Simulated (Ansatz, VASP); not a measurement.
**NbAgCl3: VASP beside Ansatz**

```
Nb Ag Cl
1.0
     7.57182    0.00000    0.00000
    -3.78591    6.55738    0.00000
     0.00000    0.00000    4.65379
Nb Ag Cl
2 2 6
Cartesian
  0.0000 4.3716 3.4903
  3.7859 2.1858 1.1634
  0.0000 0.0000 2.3269
  0.0000 0.0000 0.0000
  0.0000 2.6078 1.1634
  5.3134 1.3039 3.4903
  3.7859 3.9496 3.4903
  -1.5275 5.2535 1.1634
  1.5275 5.2535 1.1634
  2.2584 1.3039 3.4903
```

Alike in both runs: functional PBE; k mesh 3 × 3 × 4; occupations gaussian, width 0.1 eV; collinear spin.

Ansatz relaxed the structure, and its values are those at the end. VASP's run is a single point on that final structure, the one shown.

|  | VASP | Ansatz |
| --- | --- | --- |
| version | VASP 6.6.1 | Ansatz 0.2.0 |
| potentials or method | VASP PAW PBE potentials, release 64 (Nb_sv, Ag, Cl), cutoff 520 eV | scalar-relativistic, plane waves, PAW |
| valence electrons in the cell | 90 | 106 |

|  | VASP | Ansatz | Ansatz less VASP |
| --- | --- | --- | --- |
| gap on the k mesh at the Fermi level (eV) | none | none | - |
| pressure (GPa) | 0.0 | 0.1 | +0.15 |
| rms of the force components (eV/Å) | 0.006 | 0.005 | -0.0006 |
| net moment per atom (μB) | 0.59 | 0.59 | 0.000 |
| size of the moment on the site where the two differ most (μB) | 2.21 | 2.23 | +0.015 |

Site moments also hang on the region over which each program counts them. A gap of «none» marks a metal or a gap that the smearing closes. VASP's potentials hold 90 valence electrons a cell and Ansatz's 106, so a difference there can come from the potentials and not from the codes.
